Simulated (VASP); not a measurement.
Wanted: the native input for a VASP 6.6.1 run.

| Quantity | Value |
| --- | --- |
| Task | relaxation of cell and atoms |
| Functional | PBE |
| Dispersion | D3(BJ) |
| Potentials or basis | VASP PAW PBE potentials, release 64 (Mg) |
| Cutoff | 600 eV |
| k mesh | 11 × 11 × 11 |
| Occupations | fermi-dirac, width 0.05 eV |
| Spin | no spin polarisation |
| Dipole correction | no |
| Further INCAR settings | ALGO = Normal; EDIFF = 1e-06; IBRION = 2; EDIFFG = -0.01; NSW = 60; ISIF = 3 |

The structure of Mg lies in POSCAR:

```
Mg
1.0
   -1.7727644967      1.7727644967      1.7727644967
    1.7727644967     -1.7727644967      1.7727644967
    1.7727644967      1.7727644967     -1.7727644967
Mg
1
Direct
    0.0000000000      0.0000000000      0.0000000000
```

This isn't the form of Mg at room conditions, which is hcp.

These files were run (other wordings do the same):

INCAR

```
SYSTEM = Mg
PREC = Accurate ; ENCUT = 600
EDIFF = 1E-6 ; ISMEAR = -1
SIGMA = 0.05 ; LREAL = .FALSE.
LASPH = .TRUE. ; NELM = 60
ALGO = Normal ; ISIF = 3
LWAVE = .FALSE. ; LCHARG = .FALSE.
GGA = PE ; IVDW = 12
IBRION = 2 ; NSW = 60
EDIFFG = -0.01
```

KPOINTS

```
Automatic mesh
0
G
  11 11 11
  0 0 0
```

Potentials or basis: VASP PAW PBE potentials, release 64 (Mg).

Run with:

```console
$ cat potpaw_PBE.64/Mg/POTCAR > POTCAR
$ mpirun -np 1 vasp_std > vasp.out
```

It gave:

* Relaxed volume: 21.55 Å³/atom
* Relaxed cell: a = 3.036 Å, b = 3.036 Å, c = 3.036 Å, α = 109.47°, β = 109.47°, γ = 109.47°
* Space group after relaxing (to 0.1 Å): Im-3m (No. 229)
* Energy gained by relaxing: 3.0 meV/atom
* Ionic steps: 3
* Pressure after relaxing: 0.0 GPa
* Band gap on the k mesh: zero (bands 1 and 2 overlap by 3.07 eV)
* Dispersion energy per atom: -0.302 eV

Wall time 22 s on 1 thread of Intel Xeon 8259CL (shared host), peak memory 0.17 GiB.
